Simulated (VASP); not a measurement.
Set up this calculation in VASP 6.6.1, as the native input.

| Quantity | Value |
| --- | --- |
| Task | single point |
| Functional | LDA |
| Potentials or basis | VASP PAW LDA potentials, release 64 (Ca_sv, Mg) |
| Cutoff | 520 eV |
| k mesh | 15 × 15 × 8 |
| Occupations | gaussian, width 0.15 eV |
| Spin | no spin polarisation |
| Dipole correction | no |
| Further INCAR settings | ALGO = Normal; EDIFF = 1e-06; NBANDS = 13 |

The structure of CaMg lies in POSCAR:

```
CaMg
1.0
    3.5580749875      0.0000000000      0.0000000000
   -1.7790374937      3.0813833277      0.0000000000
    0.0000000000      0.0000000000      5.7066324700
Ca Mg
1 1
Direct
    0.0000000000      0.0000000000      0.5000000000
    0.6666666667      0.3333333333      0.0000000000
```

This cell differs from its parent crystal: strain -0.030 along x and y, +0.015 along z.

These files were run (other wordings do the same):

INCAR

```
ALGO = Normal
EDIFF = 1E-6
ENCUT = 520
ISIF = 2
ISMEAR = 0
LASPH = T
LCHARG = T
LELF = T
LREAL = F
LVHAR = T
LWAVE = F
NBANDS = 13
NELM = 60
PREC = Accurate
SIGMA = 0.15
```

KPOINTS

```
k-points
0
Gamma
  15 15 8
```

Potentials or basis: VASP PAW LDA potentials, release 64 (Ca_sv, Mg).

Command:

```sh
$ cat potpaw_LDA.64/Ca_sv/POTCAR potpaw_LDA.64/Mg/POTCAR > POTCAR
$ mpirun -np 1 vasp_std > vasp.out
```

It gave:

```json
{"Pressure": "-1.2 GPa", "Band gap on the k mesh": "zero (bands 6 and 7 overlap by 0.83 eV)"}
```

Caveat: the cell differs from its parent crystal (strain -0.030 along x and y, +0.015 along z).

Run time: 41 s on 1 thread of AMD EPYC 9R45 96-Core Processor (Zen 5) (shared host), peak memory 0.22 GiB.
